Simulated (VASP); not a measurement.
Write the native input for VASP 6.6.1 that does the following.

| Quantity | Value |
| --- | --- |
| Task | relaxation of cell and atoms |
| Functional | PBE |
| Potentials or basis | VASP PAW PBE potentials, release 64 (Hf_pv, O) |
| Cutoff | 600 eV |
| k mesh | 11 × 11 × 11 |
| Occupations | fermi-dirac, width 0.05 eV |
| Spin | no spin polarisation |
| Dipole correction | no |
| Further INCAR settings | ALGO = Normal; EDIFF = 1e-06; IBRION = 2; EDIFFG = -0.005; NSW = 60; ISIF = 3 |

The structure of HfO2 (fluorite type) lies in POSCAR:

```
HfO2
1.0
    0.0000000000      2.4662120743      2.4662120743
    2.4662120743      0.0000000000      2.4662120743
    2.4662120743      2.4662120743      0.0000000000
Hf O
1 2
Direct
    0.0000000000      0.0000000000      0.0000000000
    0.2500000000      0.2500000000      0.2500000000
    0.7500000000      0.7500000000      0.7500000000
```

One way to write it, as run:

INCAR

```
PREC = Accurate
ENCUT = 600
EDIFF = 1E-6
ISMEAR = -1
SIGMA = 0.05
LREAL = F
LASPH = T
NELM = 60
ALGO = Normal
ISIF = 3
LWAVE = F
LCHARG = F
GGA = PE
IBRION = 2
NSW = 60
EDIFFG = -0.005
```

KPOINTS

```
regular mesh
0
Gamma
  11 11 11
```

Potentials or basis: VASP PAW PBE potentials, release 64 (Hf_pv, O).

Command:

```console
$ cat potpaw_PBE.64/Hf_pv/POTCAR potpaw_PBE.64/O/POTCAR > POTCAR
$ mpirun -np 1 vasp_std > vasp.out
```

It gave:

```
Relaxed volume                         : 10.87 Å³/atom
Relaxed cell                           : a = 3.586 Å, b = 3.586 Å, c = 3.586 Å, α = 60.00°, β = 60.00°, γ = 60.00°
Space group after relaxing (to 0.05 Å) : Fm-3m (No. 225)
Energy gained by relaxing              : 63.2 meV/atom
Ionic steps                            : 17
Pressure after relaxing                : 0.0 GPa
Band gap on the k mesh                 : 3.87 eV, indirect (least direct gap 3.95 eV)
```

Caveat: spin-orbit coupling is left out, which moves the levels of the heavy elements.

Run time: 87 s on 1 thread of Intel(R) Xeon(R) 6975P-C (Granite Rapids) (shared host), peak memory 0.18 GiB.
